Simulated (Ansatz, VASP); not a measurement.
**One calculation of FeBiO4, two programs**

```
Fe Bi O
1.0
     0.00000    3.24777    3.24777
     3.24777    0.00000    3.24777
     3.24777    3.24777    0.00000
Fe Bi O
1 1 4
Direct
  0.75000 0.75000 0.75000
  0.00000 0.00000 0.00000
  0.87515 0.37495 0.37495
  0.37495 0.37495 0.37495
  0.37495 0.87515 0.37495
  0.37495 0.37495 0.87515
```

Change from the starting cell: species swapped into the LuCdNi4 type (F-43m, No. 216).

Alike in both runs: functional PBE; k mesh 4 × 4 × 4; occupations gaussian, width 0.1 eV; collinear spin.

Ansatz relaxed the structure, and its values are those at the end. VASP's run is a single point on that final structure, the one shown.

```csv
,VASP,Ansatz
version,VASP 6.6.1,Ansatz 0.2.0
potentials or method,"VASP PAW PBE potentials, release 64 (Fe, Bi_d, O), cutoff 520 eV","scalar-relativistic, plane waves, PAW"
valence electrons in the cell,47,55
```

VASP gave:

```
gap on the k mesh at the Fermi level (eV)                     : none
pressure (GPa)                                                : -0.2
net moment per atom (μB)                                      : 0.42
size of the moment on the site where the two differ most (μB) : 0.10
```

Estimate Ansatz's values.

gap on the k mesh at the Fermi level (eV): none; pressure (GPa): 0.0; net moment per atom (μB): 0.42; size of the moment on the site where the two differ most (μB): 0.06.

Site moments also hang on the region over which each program counts them. A gap of «none» marks a metal or a gap that the smearing closes. The functional is the same, so the differences come from potentials, cutoffs and numerics. VASP's potentials hold 47 valence electrons a cell and Ansatz's 55, so a difference there can come from the potentials and not from the codes.

The k mesh is coarse, so the values compare programs but aren't converged. Spin-orbit coupling is off throughout.
